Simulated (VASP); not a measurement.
# BaZrO3 (Pm-3m) in VASP: further runs

BaZrO3 is run at these levels: PBE; tasks: single point.

Program: VASP 6.6.1. These are calculated values, not measurements. Logs are shortened: lines on timing, memory, paths and dates and some standing lists are left out, and cuts for length are marked.

**1. The cell of the first run**

Symmetry: Pm-3m, No. 221, cubic system. The conventional cell has a = 4.191 Å, b = 4.191 Å, c = 4.191 Å, α = 90.00°, β = 90.00°, γ = 90.00°. Within 3.9 Å of Ba (site symmetry m-3m) lie 12 O at 2.96 Å and 8 Zr at 3.63 Å. Within 2.8 Å of Zr (site symmetry m-3m) lie 6 O at 2.10 Å. O (site symmetry 4/mmm) has 2 Zr at 2.10 Å within 2.8 Å.

**2. Single point, PBE**

INCAR

```
SYSTEM = BaZrO3
PREC = Accurate
ENCUT = 1340
EDIFF = 1E-6
ISMEAR = 0
SIGMA = 0.01
LREAL = .FALSE.
LASPH = .TRUE.
NELM = 120
ALGO = Normal
ISIF = 2
LWAVE = .FALSE.
LCHARG = .TRUE.
GGA = PE
LELF = .TRUE.
LVHAR = .TRUE.
NBANDS = 28
GGA_COMPAT = .FALSE.
```

KPOINTS

```
regular mesh
0
G
  2 2 2
  0 0 0
```

POSCAR

```
BaZrO3
1.0
    4.1913400000      0.0000000000      0.0000000000
    0.0000000000      4.1913400000      0.0000000000
    0.0000000000      0.0000000000      4.1913400000
Ba Zr O
1 1 3
Direct
    0.0000000000      0.0000000000      0.0000000000
    0.5000000000      0.5000000000      0.5000000000
    0.0000000000      0.5000000000      0.5000000000
    0.5000000000      0.0000000000      0.5000000000
    0.5000000000      0.5000000000      0.0000000000
```

Potentials or basis: VASP PAW PBE potentials, release 64 (Ba_sv, Zr_sv, O_h).

The run is started by

```console
$ cat potpaw_PBE.64/Ba_sv/POTCAR potpaw_PBE.64/Zr_sv/POTCAR potpaw_PBE.64/O_h/POTCAR > POTCAR
$ mpirun -np 1 vasp_std > vasp.out
```

OUTCAR:

```text
SYSTEM = BaZrO3
   PREC = Accurate
   ENCUT = 1340
   EDIFF = 1E-6
   ISMEAR = 0
   LREAL = .FALSE.
   LASPH = .TRUE.
   NELM = 120
   ISIF = 2
   GGA = PE

 ion  position               nearest neighbor table
   1  0.000  0.000  0.000-   3 2.96   4 2.96   5 2.96   3 2.96   4 2.96   3 2.96   5 2.96   3 2.96
                             4 2.96   5 2.96   4 2.96   5 2.96   2 3.63   2 3.63   2 3.63   2 3.63
   2  0.500  0.500  0.500-   3 2.10   4 2.10   5 2.10   5 2.10   4 2.10   3 2.10   1 3.63   1 3.63
                             1 3.63   1 3.63   1 3.63   1 3.63   1 3.63   1 3.63
   3  0.000  0.500  0.500-   2 2.10   2 2.10   1 2.96   1 2.96   1 2.96   1 2.96
   4  0.500  0.000  0.500-   2 2.10   2 2.10   1 2.96   1 2.96   1 2.96   1 2.96
   5  0.500  0.500  0.000-   2 2.10   2 2.10   1 2.96   1 2.96   1 2.96   1 2.96

  LATTYP: Found a simple cubic cell.
 ALAT       =     4.1913400000

  Lattice vectors:

 A1 = (   4.1913400000,   0.0000000000,   0.0000000000)
 A2 = (   0.0000000000,   4.1913400000,   0.0000000000)
 A3 = (   0.0000000000,   0.0000000000,   4.1913400000)

Analysis of symmetry for initial positions (statically):
=====================================================================
 Subroutine PRICEL returns:
 Original cell was already a primitive cell.

 Routine SETGRP: Setting up the symmetry group for a
 simple cubic supercell.

 Subroutine GETGRP returns: Found 48 space group operations
 (whereof 48 operations were pure point group operations)
 out of a pool of 48 trial point group operations.

The static configuration has the point symmetry O_h .

Analysis of symmetry for dynamics (positions and initial velocities):
=====================================================================
 Subroutine PRICEL returns:
 Original cell was already a primitive cell.

 Routine SETGRP: Setting up the symmetry group for a
 simple cubic supercell.

 Subroutine GETGRP returns: Found 48 space group operations
 (whereof 48 operations were pure point group operations)
 out of a pool of 48 trial point group operations.

The dynamic configuration has the point symmetry O_h .

 Subroutine INISYM returns: Found 48 space group operations
 (whereof 48 operations are pure point group operations),
 and found     1 'primitive' translations

----------------------------------------------------------------------------------------

                                     Primitive cell

  volume of cell :      73.6307

  direct lattice vectors                    reciprocal lattice vectors
     4.191340000  0.000000000  0.000000000     0.238587182  0.000000000  0.000000000
     0.000000000  4.191340000  0.000000000     0.000000000  0.238587182  0.000000000
     0.000000000  0.000000000  4.191340000     0.000000000  0.000000000  0.238587182

  length of vectors
     4.191340000  4.191340000  4.191340000     0.238587182  0.238587182  0.238587182

  position of ions in fractional coordinates (direct lattice)
     0.000000000  0.000000000  0.000000000
     0.500000000  0.500000000  0.500000000
     0.000000000  0.500000000  0.500000000
     0.500000000  0.000000000  0.500000000
     0.500000000  0.500000000  0.000000000

  ion indices of the primitive-cell ions
   primitive index   ion index
                 1           1
                 2           2
                 3           3
                 4           4
                 5           5

----------------------------------------------------------------------------------------

 KPOINTS: regular mesh

Automatic generation of k-mesh.
 Grid dimensions read from file:
 generate k-points for:    2    2    2

 Generating k-lattice:

  Cartesian coordinates                     Fractional coordinates (reciprocal lattice)
     0.119293591  0.000000000  0.000000000     0.500000000  0.000000000  0.000000000
     0.000000000  0.119293591  0.000000000     0.000000000  0.500000000  0.000000000
     0.000000000  0.000000000  0.119293591     0.000000000  0.000000000  0.500000000

  Length of vectors
     0.119293591  0.119293591  0.119293591

  Shift w.r.t. Gamma in fractional coordinates (k-lattice)
     0.000000000  0.000000000  0.000000000

 Subroutine IBZKPT returns following result:
 ===========================================

 Found      4 irreducible k-points:

 Following reciprocal coordinates:
            Coordinates               Weight
  0.000000  0.000000  0.000000      1.000000
  0.500000  0.000000  0.000000      3.000000
  0.500000  0.500000  0.000000      3.000000
  0.500000  0.500000  0.500000      1.000000
   k-points           NKPTS =      4   k-points in BZ     NKDIM =      4   number of bands    NBANDS=     28
   number of dos      NEDOS =    301   number of ions     NIONS =      5
   total plane-waves  NPLWV = 125000
   dimension x,y,z NGX =    50 NGY =   50 NGZ =   50
   dimension x,y,z NGXF=   100 NGYF=  100 NGZF=  100
   ions per type =               1   1   3
   NGX,Y,Z   is equivalent  to a cutoff of  19.83, 19.83, 19.83 a.u.
   NGXF,Y,Z  is equivalent  to a cutoff of  39.66, 39.66, 39.66 a.u.
 SYSTEM =  BaZrO3
   PREC   = accura    normal or accurate (medium, high low for compatibility)
   ISTART =      0    job   : 0-new  1-cont  2-samecut
   ICHARG =      2    charge: 1-file 2-atom 10-const
   ISPIN  =      1    spin polarized calculation?
   LNONCOLLINEAR =      F non collinear calculations
   LSORBIT =      F    spin-orbit coupling
   LASPH  =      T    aspherical Exc in radial PAW
   ENCUT  = 1340.0 eV  98.49 Ry    9.92 a.u.  12.51 12.51 12.51*2*pi/ulx,y,z
   NELM   =    120;   NELMIN=  2; NELMDL= -5     # of ELM steps
   EDIFF  = 0.1E-05   stopping-criterion for ELM
   LREAL  =      F    real-space projection
   EDIFFG = 0.1E-04   stopping-criterion for IOM
   NSW    =      0    number of steps for IOM
   IBRION =     -1    ionic relax: 0-MD 1-quasi-New 2-CG
   NFREE  =      0    steps in history (QN), initial steepest desc. (CG)
   ISIF   =      2    stress and relaxation
   ISYM   =      2    0-nonsym 1-usesym 2-fastsym
   POTIM  = 0.5000    time-step for ionic-motion
   TEBEG  =    0.0;   TEEND  =   0.0 temperature during run
   PSTRESS=    0.0 pullay stress
   NELECT =      40.0000    total number of electrons
   NUPDOWN=      -1.0000    fix difference up-down
   EMIN   =  10.00;   EMAX   =-10.00  energy-range for DOS
   EFERMI =   0.00;   METHOD = LEGACY
   ISMEAR =     0;   SIGMA  =   0.01  broadening in eV -4-tet -1-fermi 0-gaus
   EFERMI_NEDOS =   21; number of points for ismear=-14 and -15
   IALGO  =     38    algorithm
   IMIX   =      4    mixing-type and parameters
     AMIX     =   0.40;   BMIX     =  1.00
     AMIX_MAG =   1.60;   BMIX_MAG =  1.00
  volume/ion in A,a.u.               =      14.73        99.38
  Fermi-wavevector in a.u.,A,eV,Ry     =   1.335802  2.524299 24.277770  1.784366
  Thomas-Fermi vector in A             =   2.464478
   LORBIT       =      0    0 simple, 1 ext, 2 COOP (PROOUT), +10 PAW based schemes
   GGA     = PE    functional components
   LHFCALC =     F    Hartree Fock is set to
   AEXX    =    0.0000 exact exchange contribution
   IVDW    =     0    specifies the selected vdW correction
   LEPSILON=     F    determine dielectric tensor
   LRPA    =     F    only Hartree local field effects (RPA)
 non-spin polarized calculation
 Gauss-broadening in eV      SIGMA  =   0.01
  energy-cutoff  :     1340.00
  volume of cell :       73.63
 maximum number of plane-waves:      8260
   NGX = 25   NGY = 25   NGZ = 25

 number of electron      39.9999999 magnetization

 Free energy of the ion-electron system (eV)
  ---------------------------------------------------
  ext. energy  EPLUGINS =         0.00000000
  ---------------------------------------------------
  free energy    TOTEN  =       -41.06416652 eV

  energy without entropy =      -41.06416652  energy(sigma->0) =      -41.06416652

 E-fermi :   4.3807     XC(G=0): -10.7727

 val. band max:        4.2024946935   @ k =   0.5000   0.5000   0.5000
 cond. band min:       7.1934440609   @ k =   0.0000   0.0000   0.0000
 fundamental gap:      2.9909493673
 Fermi energy:         4.3807467607

 k-point     1 :       0.0000    0.0000    0.0000
  band No.  band energies     occupation
      1     -43.1436      2.00000
      2     -21.2821      2.00000
      3     -21.2821      2.00000
      4     -21.2821      2.00000
      5     -21.1875      2.00000
      6     -12.1774      2.00000
      7     -11.8925      2.00000
      8     -11.8925      2.00000
      9      -6.3286      2.00000
     10      -6.3286      2.00000
     11      -6.3286      2.00000
     12       2.7209      2.00000
     13       2.7209      2.00000
     14       2.7209      2.00000
     15       3.2072      2.00000
     16       3.2072      2.00000
     17       3.2072      2.00000
     18       3.9731      2.00000
     19       3.9731      2.00000
     20       3.9731      2.00000
     21       7.1934      0.00000
     22       7.1934      0.00000
     23       7.1934      0.00000
     24       8.7779      0.00000
     25       8.7779      0.00000
     26      10.0493      0.00000
     27      11.4120      0.00000
     28      11.4120      0.00000

 k-point     2 :       0.5000    0.0000    0.0000
  band No.  band energies     occupation
      1     -43.1404      2.00000
      2     -21.6159      2.00000
      3     -21.2754      2.00000
      4     -21.2754      2.00000
      5     -21.0245      2.00000
      6     -12.3515      2.00000
      7     -11.8681      2.00000
      8     -10.9525      2.00000
      9      -6.2594      2.00000
     10      -6.2594      2.00000
     11      -6.1227      2.00000
     12       0.4889      2.00000
     13       2.2620      2.00000
     14       2.2620      2.00000
     15       2.3880      2.00000
     16       2.4253      2.00000
     17       2.4253      2.00000
     18       2.4983      2.00000
     19       3.7380      2.00000
     20       3.7380      2.00000
     21       7.6175      0.00000
     22       9.7221      0.00000
     23       9.7221      0.00000
     24      10.5758      0.00000
     25      10.8232      0.00000
     26      11.3953      0.00000
     27      11.4297      0.00000
     28      12.6625      0.00000

 k-point     3 :       0.5000    0.5000    0.0000
  band No.  band energies     occupation
      1     -43.1372      2.00000
      2     -21.5114      2.00000
      3     -21.5114      2.00000
      4     -21.2692      2.00000
      5     -21.0941      2.00000
      6     -12.0185      2.00000
      7     -11.0889      2.00000
      8     -11.0889      2.00000
      9      -6.4000      2.00000
     10      -6.4000      2.00000
     11      -6.1401      2.00000
     12       0.3841      2.00000
     13       0.3857      2.00000
     14       0.4930      2.00000
     15       1.7503      2.00000
     16       1.7503      2.00000
     17       3.2575      2.00000
     18       3.2575      2.00000
     19       3.3907      2.00000
     20       4.1238      2.00000
     21       9.7062      0.00000
     22       9.7062      0.00000
     23      10.4778      0.00000
     24      10.6174      0.00000
     25      11.8119      0.00000
     26      12.7928      0.00000
     27      13.3038      0.00000
     28      13.3042      0.00000

 k-point     4 :       0.5000    0.5000    0.5000
  band No.  band energies     occupation
      1     -43.1341      2.00000
      2     -21.5022      2.00000
      3     -21.5022      2.00000
      4     -21.5022      2.00000
      5     -21.0581      2.00000
      6     -10.9725      2.00000
      7     -10.9725      2.00000
      8     -10.9725      2.00000
      9      -6.8161      2.00000
     10      -6.8161      2.00000
     11      -6.8161      2.00000
     12       0.4015      2.00000
     13       0.4015      2.00000
     14       0.6727      2.00000
     15       1.6070      2.00000
     16       1.6070      2.00000
     17       1.6070      2.00000
     18       4.2025      2.00000
     19       4.2025      2.00000
     20       4.2025      2.00000
     21      10.1070      0.00000
     22      10.1070      0.00000
     23      10.1070      0.00000
     24      10.9990      0.00000
     25      10.9990      0.00000
     26      10.9990      0.00000
     27      13.2717      0.00000
     28      13.2717      0.00000

------------------------ aborting loop because EDIFF is reached ----------------------------------------

  FORCE on cell =-STRESS in cart. coord.  units (eV):
  Direction    XX          YY          ZZ          XY          YZ          ZX
  --------------------------------------------------------------------------------------
  -------------------------------------------------------------------------------------
  Total        3.0953737      3.0953737      3.0953737     -0.0000000     -0.0000000      0.0000000
  in kB       67.3542474     67.3542474     67.3542474     -0.0000000     -0.0000000      0.0000000
  external PRESSURE =      67.3542474 kB  Pullay stress =       0.0000000 kB

 VOLUME and BASIS-vectors are now :
 -----------------------------------------------------------------------------
  energy-cutoff  :     1340.00
  volume of cell :       73.63
      direct lattice vectors                 reciprocal lattice vectors
     4.191340000  0.000000000  0.000000000     0.238587182  0.000000000  0.000000000
     0.000000000  4.191340000  0.000000000     0.000000000  0.238587182  0.000000000
     0.000000000  0.000000000  4.191340000     0.000000000  0.000000000  0.238587182

 POSITION                                       TOTAL-FORCE (eV/Angst)
 -----------------------------------------------------------------------------------
      0.00000      0.00000      0.00000         0.000000      0.000000      0.000000
      2.09567      2.09567      2.09567         0.000000      0.000000      0.000000
      0.00000      2.09567      2.09567         0.000000      0.000000      0.000000
      2.09567      0.00000      2.09567         0.000000      0.000000      0.000000
      2.09567      2.09567      0.00000         0.000000      0.000000      0.000000
 -----------------------------------------------------------------------------------
    total drift:                                0.000000     -0.000000      0.000000

  FREE ENERGIE OF THE ION-ELECTRON SYSTEM (eV)
  ---------------------------------------------------
  free  energy   TOTEN  =       -41.0641665161 eV

  energy  without entropy=      -41.0641665161  energy(sigma->0) =      -41.06416652
```

It took 46 s on 1 thread of Intel Xeon 6975P-C (Granite Rapids), shared host; peak memory 0.36 GiB.

What came out:

| Property | Result |
| --- | --- |
| Free energy | -41.0642 eV |
| Pressure | 6.7 GPa |
| Band gap on the k mesh | 2.99 eV (least direct gap 3.22 eV) |

Levels at points of the mesh, in eV from the valence-band top:
| k point | band 18 | band 19 | band 20 | band 21 | band 22 | band 23 |
| --- | --- | --- | --- | --- | --- | --- |
| (0.00, 0.00, 0.00) | -0.23 | -0.23 | -0.23 | 2.99 | 2.99 | 2.99 |
| (0.50, 0.00, 0.00) | -1.70 | -0.46 | -0.46 | 3.42 | 5.52 | 5.52 |
| (0.50, 0.50, 0.00) | -0.94 | -0.81 | -0.08 | 5.50 | 5.50 | 6.28 |
| (0.50, 0.50, 0.50) | 0.00 | 0.00 | 0.00 | 5.90 | 5.90 | 5.90 |

Caveat: the k points lie up to 0.75 Å⁻¹ apart; spin-orbit coupling is left out, which moves the levels of the heavy elements.

**3. Single point, PBE**

INCAR

```
SYSTEM = BaZrO3
  ALGO = Normal
  EDIFF = 1E-6
  ENCUT = 1340
  GGA = PE
  GGA_COMPAT = .False.
  ISIF = 2
  ISMEAR = 0
  LASPH = .True.
  LCHARG = .False.
  LREAL = .False.
  LWAVE = .False.
  NBANDS = 28
  NELM = 120
  PREC = Accurate
  SIGMA = 0.01
```

KPOINTS

```
k-points
0
Gamma
  3 3 3
  0 0 0
```

POSCAR is that of step 2.

Potentials or basis: VASP PAW PBE potentials, release 64 (Ba_sv, Zr_sv, O_h).

The run is started by

```console
$ cat potpaw_PBE.64/Ba_sv/POTCAR potpaw_PBE.64/Zr_sv/POTCAR potpaw_PBE.64/O_h/POTCAR > POTCAR
$ mpirun -np 1 vasp_std > vasp.out
```

Run time: 28 s. Hardware: 1 thread of Intel Xeon 6975P-C (Granite Rapids), shared host; peak memory 0.36 GiB.

The run converged. Its results:

```
Free energy            : -41.6408 eV
Pressure               : 5.1 GPa
Band gap on the k mesh : 3.38 eV
```

Levels at points of the mesh, in eV from the valence-band top:
| k point | band 17 | band 18 | band 19 | band 20 | band 21 | band 22 | band 23 | band 24 |
| --- | --- | --- | --- | --- | --- | --- | --- | --- |
| (0.00, 0.00, 0.00) | -0.76 | 0.00 | 0.00 | 0.00 | 3.38 | 3.38 | 3.38 | 4.87 |

Caveat: the k points lie up to 0.50 Å⁻¹ apart; spin-orbit coupling is left out, which moves the levels of the heavy elements; an odd mesh through Γ misses points on the zone boundary, where band edges can lie. PBE gaps usually lie below the measured ones, often by a third to a half.
